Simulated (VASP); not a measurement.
Set up this calculation in VASP 6.6.1, as the native input.

| Property | Result |
| --- | --- |
| Task | single point |
| Functional | PBEsol |
| Dispersion | D4 |
| Potentials or basis | VASP PAW PBE potentials, release 64 (Hf_pv, O) |
| Cutoff | 520 eV |
| k mesh | 5 × 5 × 5 |
| Occupations | fermi-dirac, width 0.05 eV |
| Spin | no spin polarisation |
| Dipole correction | no |
| Further INCAR settings | ALGO = Normal; EDIFF = 1e-06; NBANDS = 56 |

The structure of HfO2 lies in POSCAR:

```
HfO2
1.0
    5.0836499717      0.0000000000      0.0000000000
    0.0000000000      5.1508955956      0.0000000000
   -0.8529000468      0.0000000000      5.1788736893
Hf O
4 8
Direct
    0.2755000000      0.4603000000      0.7080000000
    0.7245000000      0.9603000000      0.7920000000
    0.7245000000      0.5397000000      0.2920000000
    0.2755000000      0.0397000000      0.2080000000
    0.0742000000      0.1684000000      0.8467000000
    0.9258000000      0.6684000000      0.6533000000
    0.9258000000      0.8316000000      0.1533000000
    0.0742000000      0.3316000000      0.3467000000
    0.4487000000      0.7419000000      0.9801000000
    0.5513000000      0.2419000000      0.5199000000
    0.5513000000      0.2581000000      0.0199000000
    0.4487000000      0.7581000000      0.4801000000
```

The input as run:

INCAR

```
SYSTEM = HfO2
ALGO     = Normal         ! electronic algorithm
EDIFF    = 1E-6           ! SCF threshold, eV
ENCUT    = 520            ! plane-wave cutoff, eV
GGA      = PS             ! functional
ISIF     = 2              ! what is computed and relaxed
ISMEAR   = -1             ! smearing method
IVDW     = 13             ! dispersion correction
LASPH    = .TRUE.         ! aspherical terms in the spheres
LCHARG   = .FALSE.        ! write CHGCAR
LREAL    = .FALSE.        ! projectors in reciprocal space
LWAVE    = .FALSE.        ! write WAVECAR
NBANDS   = 56             ! bands
NELM     = 80             ! most SCF steps
PREC     = Accurate       ! precision mode
SIGMA    = 0.05           ! smearing width, eV
```

KPOINTS

```
k-points
0
G
  5 5 5
  0 0 0
```

Potentials or basis: VASP PAW PBE potentials, release 64 (Hf_pv, O).

Run with:

```bash
$ cat potpaw_PBE.64/Hf_pv/POTCAR potpaw_PBE.64/O/POTCAR > POTCAR
$ mpirun -np 1 vasp_std > vasp.out
```

It gave:

| Item | Value |
| --- | --- |
| Pressure | -1.3 GPa |
| Largest force | 0.481 eV/Å |
| Band gap on the k mesh | 4.13 eV, indirect (least direct gap 4.19 eV) |
| Dispersion energy per atom | -0.108 eV |

Caveat: the PAW data sets were made with another functional, which shifts forces and pressure a little; spin-orbit coupling is left out, which moves the levels of the heavy elements.

It took 9.9 min on 1 thread of Oxide Virtual Turin-like Processor, on a shared host, peak memory 0.33 GiB.
